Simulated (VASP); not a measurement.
Wanted: the native input for a VASP 6.6.1 run.

- Task: relaxation of cell and atoms
- Functional: r2SCAN
- Potentials or basis: VASP PAW PBE potentials, release 64 (Sn_d, Te)
- Cutoff: 600 eV
- k mesh: 14 × 14 × 14
- Occupations: fermi-dirac, width 0.08 eV
- Spin: no spin polarisation
- Dipole correction: no
- Further INCAR settings: ALGO = Normal; EDIFF = 1e-06; IBRION = 2; EDIFFG = -0.002; NSW = 100; ISIF = 3

Crystal: SnTe.

```
Sn Te
1.0
     0.00000    3.15085    3.15085
     3.15085    0.00000    3.15085
     3.15085    3.15085    0.00000
Sn Te
1 1
Direct
  0.00000 0.00000 0.00000
  0.50000 0.50000 0.50000
```

These files were run (other wordings do the same):

POSCAR

```
SnTe
1.0
    0.0000000000      3.1508500000      3.1508500000
    3.1508500000      0.0000000000      3.1508500000
    3.1508500000      3.1508500000      0.0000000000
Sn Te
1 1
Direct
    0.0000000000      0.0000000000      0.0000000000
    0.5000000000      0.5000000000      0.5000000000
```

INCAR.step1

```
ALGO     = Normal         # electronic algorithm
EDIFF    = 1E-4           # SCF threshold, eV
ENCUT    = 600            # plane-wave cutoff, eV
GGA      = PE             # functional
ISMEAR   = -1             # smearing method
LASPH    = T              # aspherical terms in the spheres
LCHARG   = F              # write CHGCAR
LREAL    = F              # projectors in reciprocal space
LWAVE    = T              # write WAVECAR
NELM     = 100            # most SCF steps
PREC     = Accurate       # precision mode
SIGMA    = 0.08           # smearing width, eV
```

INCAR.step2

```
ALGO     = Normal         # electronic algorithm
EDIFF    = 1E-6           # SCF threshold, eV
EDIFFG   = -0.002         # ionic threshold
ENCUT    = 600            # plane-wave cutoff, eV
IBRION   = 2              # ionic algorithm
ISIF     = 3              # what is computed and relaxed
ISMEAR   = -1             # smearing method
ISTART   = 1            
LASPH    = T              # aspherical terms in the spheres
LCHARG   = F              # write CHGCAR
LMIXTAU  = T            
LREAL    = F              # projectors in reciprocal space
LWAVE    = F              # write WAVECAR
METAGGA  = R2SCAN         # meta-GGA
NELM     = 100            # most SCF steps
NSW      = 100            # ionic steps
PREC     = Accurate       # precision mode
SIGMA    = 0.08           # smearing width, eV
```

KPOINTS

```
k-points
0
Gamma
  14 14 14
```

Potentials or basis: VASP PAW PBE potentials, release 64 (Sn_d, Te).

Launch:

```console
$ cat potpaw_PBE.64/Sn_d/POTCAR potpaw_PBE.64/Te/POTCAR > POTCAR
$ cp INCAR.step1 INCAR
$ mpirun -np 1 vasp_std > vasp.out
$ cp INCAR.step2 INCAR
$ mpirun -np 1 vasp_std > vasp.out
```

It gave:

```json
{"Relaxed volume": "32.30 Å³/atom", "Relaxed cell": "a = 4.504 Å, b = 4.504 Å, c = 4.504 Å, α = 60.00°, β = 60.00°, γ = 60.00°", "Space group after relaxing (to 0.1 Å)": "Fm-3m (No. 225)", "Energy gained by relaxing": "4.7 meV/atom", "Ionic steps": "3", "Pressure after relaxing": "0.0 GPa", "Band gap on the k mesh": "0.13 eV"}
```

Caveat: semilocal functionals underestimate gaps, and a narrow one can read as zero; the PAW data sets were made with another functional, which shifts forces and pressure a little; spin-orbit coupling is left out, which moves the levels of the heavy elements.

Wall time 12 min on 1 thread of AMD EPYC 9R45 96-Core Processor (Zen 5) (shared host), peak memory 0.29 GiB.
